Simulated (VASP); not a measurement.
# Ru (Fm-3m) in VASP: single point with PBEsol

Aim: the single point of Ru with PBEsol.

Program: VASP 6.6.1. These are calculated values, not measurements. Logs are shortened: lines on timing, memory, paths and dates and some standing lists are left out, and cuts for length are marked.

**1. The cell of the first run**

It takes space group Fm-3m (No. 225, cubic). The conventional cell has a = 3.524 Å, b = 3.524 Å, c = 3.524 Å, α = 90.00°, β = 90.00°, γ = 90.00°. Within 3.3 Å of Ru (site symmetry m-3m) lie 12 Ru at 2.49 Å.

This isn't the form of Ru at room conditions, which is hcp.

**2. Single point, PBEsol (strain -0.080 along x and y, -0.080 along z)**

Contents of INCAR:

```
SYSTEM = Ru
PREC = Accurate
ENCUT = 520
EDIFF = 1E-6
ISMEAR = 0
SIGMA = 0.15
LREAL = .FALSE.
LASPH = .TRUE.
NELM = 100
ALGO = Fast
ISIF = 2
LWAVE = .FALSE.
LCHARG = .TRUE.
GGA = PS
LELF = .TRUE.
LVHAR = .TRUE.
NBANDS = 13
```

Contents of KPOINTS:

```
regular mesh
0
G
  22 22 22
  0 0 0
```

Contents of POSCAR:

```
Ru
1.0
    0.0000000000      1.7618000000      1.7618000000
    1.7618000000      0.0000000000      1.7618000000
    1.7618000000      1.7618000000      0.0000000000
Ru
1
Direct
    0.0000000000      0.0000000000      0.0000000000
```

Potentials or basis: VASP PAW PBE potentials, release 64 (Ru_pv).

Run with:

```sh
cat potpaw_PBE.64/Ru_pv/POTCAR > POTCAR
mpirun -np 1 vasp_std > vasp.out
```

OUTCAR:

```text
SYSTEM = Ru
   PREC = Accurate
   ENCUT = 520
   EDIFF = 1E-6
   ISMEAR = 0
   LREAL = .FALSE.
   LASPH = .TRUE.
   NELM = 100
   ISIF = 2
   GGA = PS

 ion  position               nearest neighbor table
   1  0.000  0.000  0.000-

  LATTYP: Found a face centered cubic cell.
 ALAT       =     3.5236000000

  Lattice vectors:

 A1 = (   0.0000000000,   1.7618000000,   1.7618000000)
 A2 = (   1.7618000000,   0.0000000000,   1.7618000000)
 A3 = (   1.7618000000,   1.7618000000,   0.0000000000)

Analysis of symmetry for initial positions (statically):
=====================================================================
 Subroutine PRICEL returns:
 Original cell was already a primitive cell.

 Routine SETGRP: Setting up the symmetry group for a
 face centered cubic supercell.

 Subroutine GETGRP returns: Found 48 space group operations
 (whereof 48 operations were pure point group operations)
 out of a pool of 48 trial point group operations.

The static configuration has the point symmetry O_h .

Analysis of symmetry for dynamics (positions and initial velocities):
=====================================================================
 Subroutine PRICEL returns:
 Original cell was already a primitive cell.

 Routine SETGRP: Setting up the symmetry group for a
 face centered cubic supercell.

 Subroutine GETGRP returns: Found 48 space group operations
 (whereof 48 operations were pure point group operations)
 out of a pool of 48 trial point group operations.

The dynamic configuration has the point symmetry O_h .

 Subroutine INISYM returns: Found 48 space group operations
 (whereof 48 operations are pure point group operations),
 and found     1 'primitive' translations

----------------------------------------------------------------------------------------

                                     Primitive cell

  volume of cell :      10.9370

  direct lattice vectors                    reciprocal lattice vectors
     0.000000000  1.761800000  1.761800000    -0.283800658  0.283800658  0.283800658
     1.761800000  0.000000000  1.761800000     0.283800658 -0.283800658  0.283800658
     1.761800000  1.761800000  0.000000000     0.283800658  0.283800658 -0.283800658

  length of vectors
     2.491561454  2.491561454  2.491561454     0.491557160  0.491557160  0.491557160

  position of ions in fractional coordinates (direct lattice)
     0.000000000  0.000000000  0.000000000

  ion indices of the primitive-cell ions
   primitive index   ion index
                 1           1

----------------------------------------------------------------------------------------

 KPOINTS: regular mesh

Automatic generation of k-mesh.
 Grid dimensions read from file:
 generate k-points for:   22   22   22

 Generating k-lattice:

  Cartesian coordinates                     Fractional coordinates (reciprocal lattice)
    -0.012900030  0.012900030  0.012900030     0.045454545  0.000000000  0.000000000
     0.012900030 -0.012900030  0.012900030     0.000000000  0.045454545  0.000000000
     0.012900030  0.012900030 -0.012900030     0.000000000  0.000000000  0.045454545

  Length of vectors
     0.022343507  0.022343507  0.022343507

  Shift w.r.t. Gamma in fractional coordinates (k-lattice)
     0.000000000  0.000000000  0.000000000

 Subroutine IBZKPT returns following result:
 ===========================================

 Found    328 irreducible k-points:

 Following reciprocal coordinates:
            Coordinates               Weight
  0.000000  0.000000  0.000000      1.000000
  0.045455  0.000000  0.000000      8.000000
  0.090909  0.000000  0.000000      8.000000
  0.136364  0.000000  0.000000      8.000000
  0.181818  0.000000  0.000000      8.000000
  0.227273  0.000000  0.000000      8.000000
[... 16 lines left out ...]
  0.500000  0.045455  0.000000     24.000000
 -0.454545  0.045455  0.000000     24.000000
 [... further k-points ...]
   k-points           NKPTS =    328   k-points in BZ     NKDIM =    328   number of bands    NBANDS=     13
   number of dos      NEDOS =    301   number of ions     NIONS =      1
   total plane-waves  NPLWV =   8000
   dimension x,y,z NGX =    20 NGY =   20 NGZ =   20
   dimension x,y,z NGXF=    40 NGYF=   40 NGZF=   40
   ions per type =               1
   NGX,Y,Z   is equivalent  to a cutoff of  13.34, 13.34, 13.34 a.u.
   NGXF,Y,Z  is equivalent  to a cutoff of  26.69, 26.69, 26.69 a.u.
 SYSTEM =  Ru
   PREC   = accura    normal or accurate (medium, high low for compatibility)
   ISTART =      0    job   : 0-new  1-cont  2-samecut
   ICHARG =      2    charge: 1-file 2-atom 10-const
   ISPIN  =      1    spin polarized calculation?
   LNONCOLLINEAR =      F non collinear calculations
   LSORBIT =      F    spin-orbit coupling
   LASPH  =      T    aspherical Exc in radial PAW
   ENCUT  =  520.0 eV  38.22 Ry    6.18 a.u.   4.63  4.63  4.63*2*pi/ulx,y,z
   NELM   =    100;   NELMIN=  2; NELMDL= -5     # of ELM steps
   EDIFF  = 0.1E-05   stopping-criterion for ELM
   LREAL  =      F    real-space projection
   EDIFFG = 0.1E-04   stopping-criterion for IOM
   NSW    =      0    number of steps for IOM
   IBRION =     -1    ionic relax: 0-MD 1-quasi-New 2-CG
   NFREE  =      0    steps in history (QN), initial steepest desc. (CG)
   ISIF   =      2    stress and relaxation
   ISYM   =      2    0-nonsym 1-usesym 2-fastsym
   POTIM  = 0.5000    time-step for ionic-motion
   TEBEG  =    0.0;   TEEND  =   0.0 temperature during run
   PSTRESS=    0.0 pullay stress
   NELECT =      14.0000    total number of electrons
   NUPDOWN=      -1.0000    fix difference up-down
   EMIN   =  10.00;   EMAX   =-10.00  energy-range for DOS
   EFERMI =   0.00;   METHOD = LEGACY
   ISMEAR =     0;   SIGMA  =   0.15  broadening in eV -4-tet -1-fermi 0-gaus
   EFERMI_NEDOS =   21; number of points for ismear=-14 and -15
   IALGO  =     68    algorithm
   IMIX   =      4    mixing-type and parameters
     AMIX     =   0.40;   BMIX     =  1.00
     AMIX_MAG =   1.60;   BMIX_MAG =  1.00
  volume/ion in A,a.u.               =      10.94        73.81
  Fermi-wavevector in a.u.,A,eV,Ry     =   1.777533  3.359050 42.989269  3.159622
  Thomas-Fermi vector in A             =   2.842907
   LORBIT       =      0    0 simple, 1 ext, 2 COOP (PROOUT), +10 PAW based schemes
   GGA     = PS    functional components
   LHFCALC =     F    Hartree Fock is set to
   AEXX    =    0.0000 exact exchange contribution
   IVDW    =     0    specifies the selected vdW correction
   LEPSILON=     F    determine dielectric tensor
   LRPA    =     F    only Hartree local field effects (RPA)
 non-spin polarized calculation
 RMM-DIIS sequential band-by-band and
 Gauss-broadening in eV      SIGMA  =   0.15
  energy-cutoff  :      520.00
  volume of cell :       10.94
 maximum number of plane-waves:       306
   NGX =  9   NGY =  9   NGZ =  9

 number of electron      13.9999998 magnetization

 Free energy of the ion-electron system (eV)
  ---------------------------------------------------
  ext. energy  EPLUGINS =         0.00000000
  ---------------------------------------------------
  free energy    TOTEN  =        -9.35683091 eV

  energy without entropy =       -9.34908475  energy(sigma->0) =       -9.35295783

 E-fermi :  16.9636     XC(G=0): -15.6585

 val. band max:       16.9581530958   @ k =  -0.4091   0.3636   0.0909
 cond. band min:      16.9708632573   @ k =  -0.0909   0.0909   0.0000
 fundamental gap:      0.0127101615
 Fermi energy:        16.9635721940

 k-point     1 :       0.0000    0.0000    0.0000
  band No.  band energies     occupation
      1     -25.3787      2.00000
      2     -25.3787      2.00000
      3     -25.3787      2.00000
      4       7.7669      2.00000
      5      13.3865      2.00000
      6      13.3865      2.00000
      7      13.3865      2.00000
      8      16.8231      1.81475
      9      16.8231      1.81475
     10      27.2088      0.00000
     11      31.5668      0.00000
     12      38.6060      0.00000
     13      38.6060      0.00000

 k-point     2 :       0.0455    0.0000    0.0000
  band No.  band energies     occupation
      1     -25.4261      2.00000
      2     -25.3844      2.00000
      3     -25.3844      2.00000
      4       7.8804      2.00000
      5      13.3184      2.00000
      6      13.4375      2.00000
      7      13.4375      2.00000
      8      16.7830      1.91140
      9      16.7830      1.91140
     10      27.2086      0.00000
     11      31.7787      0.00000
     12      38.1116      0.00000
     13      38.8042      0.00000

 k-point     3 :       0.0909    0.0000    0.0000
  band No.  band energies     occupation
      1     -25.5637      2.00000
      2     -25.4012      2.00000
      3     -25.4012      2.00000
      4       8.2052      2.00000
      5      13.1415      2.00000
      6      13.5780      2.00000
      7      13.5780      2.00000
      8      16.6828      1.99189
      9      16.6828      1.99189
     10      27.2085      0.00000
     11      32.3779      0.00000
     12      37.0153      0.00000
     13      39.3871      0.00000

 k-point     4 :       0.1364    0.0000    0.0000
  band No.  band energies     occupation
      1     -25.7774      2.00000
      2     -25.4275      2.00000
      3     -25.4275      2.00000
      4       8.6868      2.00000
      5      12.9382      2.00000
      6      13.7650      2.00000
      7      13.7650      2.00000
      8      16.5836      1.99966
      9      16.5836      1.99966
     10      27.2084      0.00000
     11      33.2243      0.00000
     12      35.8376      0.00000
     13      40.3226      0.00000

 k-point     5 :       0.1818    0.0000    0.0000
  band No.  band energies     occupation
      1     -26.0465      2.00000
      2     -25.4612      2.00000
      3     -25.4612      2.00000
      4       9.2066      2.00000
      5      12.8553      2.00000
      6      13.9189      2.00000
      7      13.9189      2.00000
      8      16.5862      1.99963
      9      16.5862      1.99963
     10      27.2083      0.00000
     11      33.6977      0.00000
     12      35.2538      0.00000
     13      41.5647      0.00000

 k-point     6 :       0.2273    0.0000    0.0000
  band No.  band energies     occupation
      1     -26.3466      2.00000
      2     -25.4994      2.00000
      3     -25.4994      2.00000
      4       9.5701      2.00000
      5      13.1032      2.00000
      6      13.9531      2.00000
      7      13.9531      2.00000
      8      16.7920      1.89429
      9      16.7920      1.89429
     10      27.2080      0.00000
     11      32.9872      0.00000
     12      35.8852      0.00000
     13      43.0585      0.00000

 k-point     7 :       0.2727    0.0000    0.0000
  band No.  band energies     occupation
      1     -26.6520      2.00000
      2     -25.5389      2.00000
      3     -25.5389      2.00000
      4       9.6505      2.00000
      5      13.8055      2.00000
      6      13.8514      2.00000
      7      13.8514      2.00000
      8      17.2180      0.01643
      9      17.2180      0.01643
     10      27.2076      0.00000
     11      32.0947      0.00000
     12      36.2897      0.00000
     13      44.7382      0.00000
[... 193 lines left out ...]
 k-point    20 :       0.3636    0.0455    0.0000
  band No.  band energies     occupation
      1     -27.1014      2.00000
      2     -25.6307      2.00000
      3     -25.6055      2.00000
      4       9.4975      2.00000
      5      13.4281      2.00000
      6      13.6627      2.00000
      7      15.2689      2.00000
      8      18.2408      0.00000
      9      18.5426      0.00000
     10      27.2065      0.00000
     11      31.0735      0.00000
     12      34.9873      0.00000
     13      42.3828      0.00000

 k-point    21 :       0.4091    0.0455    0.0000
  band No.  band energies     occupation
      1     -27.3075      2.00000
      2     -25.6531      2.00000
      3     -25.6405      2.00000
      4       9.3192      2.00000
      5      13.2459      2.00000
      6      13.4843      2.00000
      7      16.3081      2.00000
      8      19.0433      0.00000
      9      19.0434      0.00000
     10      27.2053      0.00000
     11      30.5892      0.00000
     12      33.5573      0.00000
     13      41.0828      0.00000

 k-point    22 :       0.4545    0.0455    0.0000
  band No.  band energies     occupation
      1     -27.4481      2.00000
      2     -25.6678      2.00000
      3     -25.6654      2.00000
      4       9.1873      2.00000
      5      13.1241      2.00000
      6      13.3488      2.00000
      7      17.1365      0.10306
      8      19.3787      0.00000
      9      19.7494      0.00000
     10      27.2036      0.00000
     11      30.3031      0.00000
     12      32.3000      0.00000
     13      40.2528      0.00000

 k-point    23 :       0.5000    0.0455    0.0000
  band No.  band energies     occupation
      1     -27.5137      2.00000
      2     -25.6853      2.00000
      3     -25.6666      2.00000
      4       9.1243      2.00000
      5      13.0752      2.00000
      6      13.2746      2.00000
      7      17.5831      0.00000
      8      19.4691      0.00000
      9      20.1858      0.00000
     10      27.2023      0.00000
     11      30.2067      0.00000
     12      31.5975      0.00000
     13      39.9866      0.00000

 k-point    24 :      -0.4545    0.0455    0.0000
  band No.  band energies     occupation
      1     -27.5003      2.00000
      2     -25.6916      2.00000
      3     -25.6567      2.00000
      4       9.1386      2.00000
      5      13.1030      2.00000
      6      13.2710      2.00000
      7      17.5339      0.00000
      8      19.2848      0.00000
      9      20.2141      0.00000
     10      27.2026      0.00000
     11      30.2266      0.00000
     12      31.7473      0.00000
     13      39.8887      0.00000

 [... further k-points ...]
[... 5 lines left out ...]
  --------------------------------------------------------------------------------------
  -------------------------------------------------------------------------------------
  Total        7.5984106      7.5984106      7.5984106     -0.0000000     -0.0000000     -0.0000000
  in kB     1113.0983152   1113.0983152   1113.0983152     -0.0000000     -0.0000000     -0.0000000
  external PRESSURE =    1113.0983152 kB  Pullay stress =       0.0000000 kB

 VOLUME and BASIS-vectors are now :
 -----------------------------------------------------------------------------
  energy-cutoff  :      520.00
  volume of cell :       10.94
      direct lattice vectors                 reciprocal lattice vectors
     0.000000000  1.761800000  1.761800000    -0.283800658  0.283800658  0.283800658
     1.761800000  0.000000000  1.761800000     0.283800658 -0.283800658  0.283800658
     1.761800000  1.761800000  0.000000000     0.283800658  0.283800658 -0.283800658

 POSITION                                       TOTAL-FORCE (eV/Angst)
 -----------------------------------------------------------------------------------
      0.00000      0.00000      0.00000         0.000000     -0.000000     -0.000000
 -----------------------------------------------------------------------------------
    total drift:                               -0.000000     -0.000000     -0.000000

  FREE ENERGIE OF THE ION-ELECTRON SYSTEM (eV)
  ---------------------------------------------------
  free  energy   TOTEN  =        -9.3568309052 eV

  energy  without entropy=       -9.3490847479  energy(sigma->0) =       -9.35295783
```

Wall time 78 s (1 thread of AMD EPYC 7R13, shared host); peak memory 0.13 GiB.

Results:

| Quantity | Value |
| --- | --- |
| Free energy | -9.3568 eV |
| Pressure | 111.3 GPa |
| Band gap on the k mesh | zero (bands 7 and 8 overlap by 5.07 eV) |

Caveat: the cell differs from its parent crystal (strain -0.080 along x and y, -0.080 along z); the cell stands under pressure; the PAW data sets were made with another functional, which shifts forces and pressure a little.
